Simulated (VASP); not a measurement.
# Al2Pt (Fm-3m) in VASP: further runs

Runs on Al2Pt. Level: PBEsol. Tasks: single point.

All numbers are computed with VASP 6.6.1; they aren't measurements. Logs are shortened: lines on timing, memory, paths and dates and some standing lists are left out, and cuts for length are marked.

## 1. The cell of the first run

Symmetry: Fm-3m, No. 225, cubic system. The conventional cell has a = 5.910 Å, b = 5.910 Å, c = 5.910 Å, α = 90.00°, β = 90.00°, γ = 90.00°. Al (site symmetry -43m) has 4 Pt at 2.56 Å and 6 Al at 2.96 Å within 3.4 Å. Pt (site symmetry m-3m) has 8 Al at 2.56 Å within 3.4 Å.

## 2. Single point, PBEsol, non-collinear spin, zero start, spin-orbit coupling

INCAR

```
SYSTEM = Al2Pt
PREC = Accurate
ENCUT = 520
EDIFF = 1E-6
ISMEAR = 0
SIGMA = 0.05
LREAL = .FALSE.
LASPH = .TRUE.
NELM = 150
ALGO = Normal
ISIF = 2
LWAVE = .FALSE.
LCHARG = .FALSE.
MAGMOM = 0 0 0 0 0 0 0 0 0
LORBIT = 11
LSORBIT = .TRUE.
GGA_COMPAT = .FALSE.
LORBMOM = .TRUE.
LMAXMIX = 4
GGA = PS
NBANDS = 29
```

KPOINTS

```
regular mesh
0
G
  6 6 6
  0 0 0
```

POSCAR

```
Al2Pt
1.0
    0.0000000000      2.9550006156      2.9550006156
    2.9550006156      0.0000000000      2.9550006156
    2.9550006156      2.9550006156      0.0000000000
Al Pt
2 1
Direct
    0.2500000000      0.2500000000      0.2500000000
    0.7500000000      0.7500000000      0.7500000000
    0.0000000000      0.0000000000      0.0000000000
```

Potentials or basis: VASP PAW PBE potentials, release 64 (Al, Pt).

Started as:

```
$ cat potpaw_PBE.64/Al/POTCAR potpaw_PBE.64/Pt/POTCAR > POTCAR
$ mpirun -np 1 vasp_ncl > vasp.out
```

OUTCAR:

```text
SYSTEM = Al2Pt
   PREC = Accurate
   ENCUT = 520
   EDIFF = 1E-6
   ISMEAR = 0
   LREAL = .FALSE.
   LASPH = .TRUE.
   NELM = 150
   ISIF = 2
   LORBIT = 11
   LSORBIT = .TRUE.
   GGA = PS

 ion  position               nearest neighbor table
   1  0.250  0.250  0.250-   3 2.56   3 2.56   3 2.56   3 2.56   2 2.96   2 2.96   2 2.96   2 2.96
                             2 2.96   2 2.96
   2  0.750  0.750  0.750-   3 2.56   3 2.56   3 2.56   3 2.56   1 2.96   1 2.96   1 2.96   1 2.96
                             1 2.96   1 2.96
   3  0.000  0.000  0.000-   2 2.56   2 2.56   2 2.56   1 2.56   2 2.56   1 2.56   1 2.56   1 2.56

  LATTYP: Found a face centered cubic cell.
 ALAT       =     5.9100012312

  Lattice vectors:

 A1 = (   0.0000000000,   2.9550006156,   2.9550006156)
 A2 = (   2.9550006156,   0.0000000000,   2.9550006156)
 A3 = (   2.9550006156,   2.9550006156,   0.0000000000)

Analysis of symmetry for initial positions (statically):
=====================================================================
 Subroutine PRICEL returns:
 Original cell was already a primitive cell.

 Routine SETGRP: Setting up the symmetry group for a
 face centered cubic supercell.

 Subroutine GETGRP returns: Found 48 space group operations
 (whereof 48 operations were pure point group operations)
 out of a pool of 48 trial point group operations.

The static configuration has the point symmetry O_h .

Analysis of symmetry for dynamics (positions and initial velocities):
=====================================================================
 Subroutine PRICEL returns:
 Original cell was already a primitive cell.

 Routine SETGRP: Setting up the symmetry group for a
 face centered cubic supercell.

 Subroutine GETGRP returns: Found 48 space group operations
 (whereof 48 operations were pure point group operations)
 out of a pool of 48 trial point group operations.

The dynamic configuration has the point symmetry O_h .

Analysis of structural, dynamic, and magnetic symmetry:
=====================================================================
 Subroutine PRICEL returns:
 Original cell was already a primitive cell.

 Routine SETGRP: Setting up the symmetry group for a
 face centered cubic supercell.

 Subroutine GETGRP returns: Found 48 space group operations
 (whereof 48 operations were pure point group operations)
 out of a pool of 48 trial point group operations.

The overall configuration has the point symmetry O_h .

 Subroutine INISYM returns: Found 48 space group operations
 (whereof 48 operations are pure point group operations),
 and found     1 'primitive' translations

----------------------------------------------------------------------------------------

                                     Primitive cell

  volume of cell :      51.6063

  direct lattice vectors                    reciprocal lattice vectors
     0.000000000  2.955000616  2.955000616    -0.169204702  0.169204702  0.169204702
     2.955000616  0.000000000  2.955000616     0.169204702 -0.169204702  0.169204702
     2.955000616  2.955000616  0.000000000     0.169204702  0.169204702 -0.169204702

  length of vectors
     4.179001947  4.179001947  4.179001947     0.293071142  0.293071142  0.293071142

  position of ions in fractional coordinates (direct lattice)
     0.250000000  0.250000000  0.250000000
     0.750000000  0.750000000  0.750000000
     0.000000000  0.000000000  0.000000000

  ion indices of the primitive-cell ions
   primitive index   ion index
                 1           1
                 2           2
                 3           3

----------------------------------------------------------------------------------------

 KPOINTS: regular mesh

Automatic generation of k-mesh.
 Grid dimensions read from file:
 generate k-points for:    6    6    6

 Generating k-lattice:

  Cartesian coordinates                     Fractional coordinates (reciprocal lattice)
    -0.028200784  0.028200784  0.028200784     0.166666667  0.000000000  0.000000000
     0.028200784 -0.028200784  0.028200784     0.000000000  0.166666667  0.000000000
     0.028200784  0.028200784 -0.028200784     0.000000000  0.000000000  0.166666667

  Length of vectors
     0.048845190  0.048845190  0.048845190

  Shift w.r.t. Gamma in fractional coordinates (k-lattice)
     0.000000000  0.000000000  0.000000000

 Subroutine IBZKPT returns following result:
 ===========================================

[... 41 lines left out ...]
   NSW    =      0    number of steps for IOM
   IBRION =     -1    ionic relax: 0-MD 1-quasi-New 2-CG
   NFREE  =      0    steps in history (QN), initial steepest desc. (CG)
   ISIF   =      2    stress and relaxation
   ISYM   =      2    0-nonsym 1-usesym 2-fastsym
   POTIM  = 0.5000    time-step for ionic-motion
   TEBEG  =    0.0;   TEEND  =   0.0 temperature during run
   PSTRESS=    0.0 pullay stress
   NELECT =      16.0000    total number of electrons
   NUPDOWN=      -1.0000    fix difference up-down
   EMIN   =  10.00;   EMAX   =-10.00  energy-range for DOS
   EFERMI =   0.00;   METHOD = LEGACY
   ISMEAR =     0;   SIGMA  =   0.05  broadening in eV -4-tet -1-fermi 0-gaus
   EFERMI_NEDOS =   21; number of points for ismear=-14 and -15
   IALGO  =     38    algorithm
   IMIX   =      4    mixing-type and parameters
     AMIX     =   0.40;   BMIX     =  1.00
     AMIX_MAG =   1.60;   BMIX_MAG =  1.00
  volume/ion in A,a.u.               =      17.20       116.09
  Fermi-wavevector in a.u.,A,eV,Ry     =   1.108019  2.093853 16.703959  1.227706
  Thomas-Fermi vector in A             =   2.244541
   LORBIT       =     11    0 simple, 1 ext, 2 COOP (PROOUT), +10 PAW based schemes
   GGA     = PS    functional components
   LHFCALC =     F    Hartree Fock is set to
   AEXX    =    0.0000 exact exchange contribution
   IVDW    =     0    specifies the selected vdW correction
   LEPSILON=     F    determine dielectric tensor
   LRPA    =     F    only Hartree local field effects (RPA)
 Gauss-broadening in eV      SIGMA  =   0.05
  energy-cutoff  :      520.00
  volume of cell :       51.61
 maximum number of plane-waves:      2822
   NGX = 15   NGY = 15   NGZ = 15

 number of electron      16.0000000 magnetization       0.0000000      0.0000000      0.0000000

 number of electron      16.0000000 magnetization      -0.0000000      0.0000000      0.0000000

 number of electron      16.0000000 magnetization       0.0000000     -0.0000000     -0.0000000

 number of electron      16.0000000 magnetization      -0.0000000     -0.0000000     -0.0000000

 Free energy of the ion-electron system (eV)
  ---------------------------------------------------
  ext. energy  EPLUGINS =         0.00000000
  ---------------------------------------------------
  free energy    TOTEN  =       -18.13586849 eV

  energy without entropy =      -18.13462015  energy(sigma->0) =      -18.13524432

 E-fermi :   7.7871     XC(G=0): -10.8126

 val. band max:        7.7632562225   @ k =  -0.3333   0.3333   0.0000
 cond. band min:       8.0521452059   @ k =   0.5000   0.3333   0.1667
 fundamental gap:      0.2888889833
 Fermi energy:         7.7871030363

 k-point     1 :       0.0000    0.0000    0.0000
  band No.  band energies     occupation
      1      -2.4438      1.00000
      2      -2.4438      1.00000
      3       2.3627      1.00000
      4       2.3627      1.00000
      5       2.3627      1.00000
      6       2.3627      1.00000
[... 485 lines left out ...]
     27      17.9005      0.00000
     28      17.9005      0.00000
 [bands above 28 left out]

------------------------ aborting loop because EDIFF is reached ----------------------------------------

  FORCE on cell =-STRESS in cart. coord.  units (eV):
  Direction    XX          YY          ZZ          XY          YZ          ZX
  --------------------------------------------------------------------------------------
  -------------------------------------------------------------------------------------
  Total       -0.4947197     -0.4947197     -0.4947197      0.0000000      0.0000000     -0.0000000
  in kB      -15.3591466    -15.3591466    -15.3591466      0.0000000      0.0000000     -0.0000000
  external PRESSURE =     -15.3591466 kB  Pullay stress =       0.0000000 kB

 VOLUME and BASIS-vectors are now :
 -----------------------------------------------------------------------------
  energy-cutoff  :      520.00
  volume of cell :       51.61
      direct lattice vectors                 reciprocal lattice vectors
     0.000000000  2.955000616  2.955000616    -0.169204702  0.169204702  0.169204702
     2.955000616  0.000000000  2.955000616     0.169204702 -0.169204702  0.169204702
     2.955000616  2.955000616  0.000000000     0.169204702  0.169204702 -0.169204702

 POSITION                                       TOTAL-FORCE (eV/Angst)
 -----------------------------------------------------------------------------------
      1.47750      1.47750      1.47750        -0.000000     -0.000000     -0.000000
      4.43250      4.43250      4.43250         0.000000      0.000000      0.000000
      0.00000      0.00000      0.00000        -0.000000     -0.000000     -0.000000
 -----------------------------------------------------------------------------------
    total drift:                                0.000000     -0.000000     -0.000000

  FREE ENERGIE OF THE ION-ELECTRON SYSTEM (eV)
  ---------------------------------------------------
  free  energy   TOTEN  =       -18.1358684897 eV

  energy  without entropy=      -18.1346201454  energy(sigma->0) =      -18.13524432

 orbital moment (x)

 # of ion     p       d       tot
 ----------------------------------------
  1        -0.000   0.000  -0.000
  2        -0.000   0.000  -0.000
  3        -0.000   0.000   0.000
 ----------------------------------------
           -0.000   0.000  -0.000

 orbital moment (y)

 # of ion     p       d       tot
 ----------------------------------------
  1         0.000   0.000   0.000
  2         0.000   0.000   0.000
  3        -0.000  -0.000  -0.000
 ----------------------------------------
            0.000  -0.000   0.000

 orbital moment (z)

 # of ion     p       d       tot
 ----------------------------------------
  1         0.000   0.000   0.000
  2         0.000   0.000   0.000
  3         0.000   0.000   0.000
 ----------------------------------------
            0.000   0.000   0.000

 Spin-Orbit-Coupling matrix elements

 Ion:    1  E_soc:     -0.0006417
 l=   1
     0.0000000    -0.0001070    -0.0001070
    -0.0001070     0.0000000    -0.0001070
    -0.0001070    -0.0001070     0.0000000
 l=   2
     0.0000000     0.0000000     0.0000000     0.0000000     0.0000000
     0.0000000     0.0000000     0.0000000     0.0000000     0.0000000
     0.0000000     0.0000000     0.0000000     0.0000000     0.0000000
     0.0000000     0.0000000     0.0000000     0.0000000     0.0000000
     0.0000000     0.0000000     0.0000000     0.0000000     0.0000000
 l=   3
     0.0000000     0.0000000     0.0000000     0.0000000     0.0000000     0.0000000     0.0000000
     0.0000000     0.0000000     0.0000000     0.0000000     0.0000000     0.0000000     0.0000000
     0.0000000     0.0000000     0.0000000     0.0000000     0.0000000     0.0000000     0.0000000
     0.0000000     0.0000000     0.0000000     0.0000000     0.0000000     0.0000000     0.0000000
[... 29 lines left out ...]
 l=   2
     0.0000000    -0.0138170     0.0000000    -0.0138170    -0.0558587
    -0.0138170     0.0000000    -0.0418940    -0.0138170    -0.0139647
     0.0000000    -0.0418940     0.0000000    -0.0418940     0.0000000
    -0.0138170    -0.0138170    -0.0418940     0.0000000    -0.0139647
    -0.0558587    -0.0139647     0.0000000    -0.0139647     0.0000000
 l=   3
     0.0000000     0.0000000     0.0000000     0.0000000     0.0000000     0.0000000     0.0000000
     0.0000000     0.0000000     0.0000000     0.0000000     0.0000000     0.0000000     0.0000000
     0.0000000     0.0000000     0.0000000     0.0000000     0.0000000     0.0000000     0.0000000
     0.0000000     0.0000000     0.0000000     0.0000000     0.0000000     0.0000000     0.0000000
     0.0000000     0.0000000     0.0000000     0.0000000     0.0000000     0.0000000     0.0000000
     0.0000000     0.0000000     0.0000000     0.0000000     0.0000000     0.0000000     0.0000000
     0.0000000     0.0000000     0.0000000     0.0000000     0.0000000     0.0000000     0.0000000

 total charge

# of ion       s       p       d       tot
------------------------------------------
    1        0.398   0.364   0.000   0.762
    2        0.398   0.364   0.000   0.762
    3        0.827   0.743   8.144   9.715
--------------------------------------------------
tot          1.623   1.471   8.144  11.238

 magnetization (x)

# of ion       s       p       d       tot
------------------------------------------
    1        0.000   0.000   0.000   0.000
    2        0.000   0.000   0.000   0.000
    3        0.000   0.000   0.000   0.000
--------------------------------------------------
tot          0.000   0.000   0.000   0.000

 magnetization (y)

# of ion       s       p       d       tot
------------------------------------------
    1        0.000   0.000   0.000   0.000
    2        0.000   0.000   0.000   0.000
    3       -0.000  -0.000   0.000  -0.000
--------------------------------------------------
tot         -0.000  -0.000   0.000  -0.000

 magnetization (z)

# of ion       s       p       d       tot
------------------------------------------
    1        0.000   0.000   0.000   0.000
    2        0.000   0.000   0.000   0.000
    3        0.000   0.000   0.000   0.000
--------------------------------------------------
tot          0.000   0.000   0.000   0.000
```

Wall time 97 s (1 thread of AMD EPYC 7R13, shared host); peak memory 0.29 GiB.

What came out:

```yaml
Free_energy: -18.1359 eV
Pressure: -1.5 GPa
Net_moment: 0.00 μB per cell
Valence_electrons_inside_the_program's_atomic_spheres: Al 0.76; Pt 9.71
```

Moments on the atoms (μB; x, y, z):
```
Al  0.00 0.00 0.00
Al  0.00 0.00 0.00
Pt  0.00 0.00 0.00
```

Caveat: the PAW data sets were made with another functional, which shifts forces and pressure a little.

## 3. Single point, PBEsol, non-collinear spin, zero start, spin-orbit coupling

INCAR

```
PREC = Accurate ; ENCUT = 520
EDIFF = 1E-7 ; ISMEAR = 0
SIGMA = 0.05 ; LREAL = F
LASPH = T ; NELM = 150
ALGO = Normal ; ISIF = 2
LWAVE = F ; LCHARG = F
LNONCOLLINEAR = T ; MAGMOM = 0 0 0 0 0 0 0 0 0
LORBIT = 11 ; LSORBIT = T
GGA_COMPAT = F ; LORBMOM = T
LMAXMIX = 4 ; GGA = PS
NBANDS = 29
```

KPOINTS

```
regular mesh
0
Gamma
  8 8 8
```

POSCAR is that of step 2.

Potentials or basis: VASP PAW PBE potentials, release 64 (Al, Pt).

Started as:

```
$ cat potpaw_PBE.64/Al/POTCAR potpaw_PBE.64/Pt/POTCAR > POTCAR
$ mpirun -np 1 vasp_ncl > vasp.out
```

Wall time 2.9 min (1 thread of AMD EPYC 7R13, shared host); peak memory 0.31 GiB.

Results (log left out):

```
Free energy                                           : -18.1065 eV
Pressure                                              : -1.3 GPa
Net moment                                            : 0.00 μB per cell
Valence electrons inside the program's atomic spheres : Al 0.76; Pt 9.72
```

Moments on the atoms (μB; x, y, z):
```
Al  0.00 0.00 0.00
Al  0.00 0.00 0.00
Pt  0.00 0.00 0.00
```

Caveat: the PAW data sets were made with another functional, which shifts forces and pressure a little.

## 4. Single point, PBEsol, non-collinear spin, zero start, spin-orbit coupling

INCAR

```
SYSTEM = Al2Pt
  ALGO = Normal
  EDIFF = 1E-7
  ENCUT = 520
  GGA = PS
  GGA_COMPAT = .False.
  ISIF = 2
  ISMEAR = 0
  LASPH = .True.
  LCHARG = .False.
  LMAXMIX = 4
  LORBIT = 11
  LORBMOM = .True.
  LREAL = .False.
  LSORBIT = .True.
  LWAVE = .False.
  MAGMOM = 0 0 0 0 0 0 0 0 0
  NBANDS = 29
  NELM = 150
  PREC = Accurate
  SIGMA = 0.05
```

KPOINTS

```
k-points
0
Gamma
  8 8 8
  0 0 0
```

POSCAR is that of step 3.

Started as:

```
$ cat potpaw_PBE.64/Al/POTCAR potpaw_PBE.64/Pt/POTCAR > POTCAR
$ mpirun -np 1 vasp_ncl > vasp.out
```

Run time: 2.8 min. Hardware: 1 thread of AMD EPYC 7R13, shared host; peak memory 0.31 GiB.

Results (log left out):

```yaml
Free_energy: -18.1065 eV
Pressure: -1.3 GPa
Net_moment: 0.00 μB per cell
Valence_electrons_inside_the_program's_atomic_spheres: Al 0.76; Pt 9.72
```

Moments on the atoms (μB; x, y, z):
```
Al  0.00 0.00 0.00
Al  0.00 0.00 0.00
Pt  0.00 0.00 0.00
```

Caveat: the PAW data sets were made with another functional, which shifts forces and pressure a little.
